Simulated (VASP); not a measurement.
A run of VASP 6.6.1 is set up as follows.

File INCAR:

```
SYSTEM = AlGa2As3
PREC = Accurate
ENCUT = 520
EDIFF = 1E-7
ISMEAR = 0
SIGMA = 0.1
LREAL = .False.
LASPH = .True.
NELM = 100
ALGO = Normal
ISIF = 2
LWAVE = .False.
LCHARG = .True.
GGA = PE
LELF = .True.
LVHAR = .True.
NBANDS = 31
```

The input KPOINTS:

```
Automatic mesh
0
Gamma
  6 6 6
  0 0 0
```

Contents of POSCAR:

```
AlGa2As3
1.0
   -2.0319061589      2.0319061589      8.5852937638
    2.0319061589     -2.0319061589      8.5852937638
    2.0319061589      2.0319061589     -8.5852937638
Al Ga As
1 2 3
Direct
    0.0000000000      0.0000000000      0.0000000000
    0.6665710205      0.6665710205      0.0000000000
    0.3334289795      0.3334289795      0.0000000000
    0.2500000000      0.7500000000      0.5000000000
    0.9172390333      0.4172390333      0.5000000000
    0.5827609667      0.0827609667      0.5000000000
```

Potentials or basis: VASP PAW PBE potentials, release 64 (Al, Ga_d, As).

Launch:

```console
$ cat potpaw_PBE.64/Al/POTCAR potpaw_PBE.64/Ga_d/POTCAR potpaw_PBE.64/As/POTCAR > POTCAR
$ mpirun -np 1 vasp_std > vasp.out
```

(1) Estimate the pressure.

(2) Predict the band gap on the k mesh.

Results:

(1) 0.2 GPa.

(2) 0.65 eV, direct.
